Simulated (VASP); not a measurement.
Wanted: the native input for a VASP 6.6.1 run.

- Task: single point
- Functional: PBE
- Potentials or basis: VASP PAW PBE potentials, release 64 (Na_pv, F)
- Cutoff: 520 eV
- k mesh: 10 × 10 × 10
- Occupations: gaussian, width 0.01 eV
- Spin: no spin polarisation
- Dipole correction: no
- Further INCAR settings: ALGO = Normal; EDIFF = 1e-07; NBANDS = 14

The structure of NaF lies in POSCAR:

```
NaF
1.0
    0.0000000000      2.2971680762      2.2971680762
    2.2971680762      0.0000000000      2.2971680762
    2.2971680762      2.2971680762      0.0000000000
Na F
1 1
Direct
    0.0000000000      0.0000000000      0.0000000000
    0.5000000000      0.5000000000      0.5000000000
```

The input as run:

INCAR

```
SYSTEM = NaF
PREC = Accurate
ENCUT = 520
EDIFF = 1E-7
ISMEAR = 0
SIGMA = 0.01
LREAL = .False.
LASPH = .True.
NELM = 100
ALGO = Normal
ISIF = 2
LWAVE = .False.
LCHARG = .False.
GGA = PE
NBANDS = 14
```

KPOINTS

```
regular mesh
0
Gamma
  10 10 10
  0 0 0
```

Potentials or basis: VASP PAW PBE potentials, release 64 (Na_pv, F).

Run with:

```bash
$ cat potpaw_PBE.64/Na_pv/POTCAR potpaw_PBE.64/F/POTCAR > POTCAR
$ mpirun -np 1 vasp_std > vasp.out
```

It gave:

```
Pressure               : 3.5 GPa
Band gap on the k mesh : 6.44 eV
```

Caveat: the cell stands under pressure.

Wall time 21 s on 1 thread of Oxide Virtual Turin-like Processor, on a shared host, peak memory 0.1 GiB.
